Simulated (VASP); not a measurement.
A run of VASP 6.6.1 is set up as follows.

File INCAR:

```
PREC = Accurate ; ENCUT = 520
EDIFF = 1E-6 ; ISMEAR = 0
SIGMA = 0.1 ; LREAL = False
LASPH = True ; NELM = 60
ALGO = Fast ; ISIF = 2
LWAVE = False ; LCHARG = False
GGA = PE ; NBANDS = 36
```

KPOINTS

```
regular mesh
0
Gamma
  8 8 8
```

The input POSCAR:

```
Cs2Ta2AlPt
1.0
    5.8355190881      0.0000000000      0.0000000000
    0.0000000000      5.8355190881      0.0000000000
    0.0000000000      0.0000000000      5.7036454666
Cs Ta Al Pt
2 2 1 1
Direct
    0.0000000000      0.0000000000      0.5000000000
    0.5000000000      0.5000000000      0.5000000000
    0.5000000000      0.0000000000      0.5000000000
    0.0000000000      0.5000000000      0.5000000000
    0.0000000000      0.0000000000      0.0000000000
    0.5000000000      0.5000000000      0.0000000000
```

Potentials or basis: VASP PAW PBE potentials, release 64 (Cs_sv, Ta_pv, Al, Pt).

Launch:

```bash
$ cat potpaw_PBE.64/Cs_sv/POTCAR potpaw_PBE.64/Ta_pv/POTCAR potpaw_PBE.64/Al/POTCAR potpaw_PBE.64/Pt/POTCAR > POTCAR
$ mpirun -np 1 vasp_std > vasp.out
```

(1) Predict the band gap on the k mesh.

(2) What does it give for the pressure?

Answers

(1) zero (an odd number of electrons rules out a gap without spin polarisation).

(2) 0.6 GPa.

Caveat: spin-orbit coupling is left out, which moves the levels of the heavy elements.
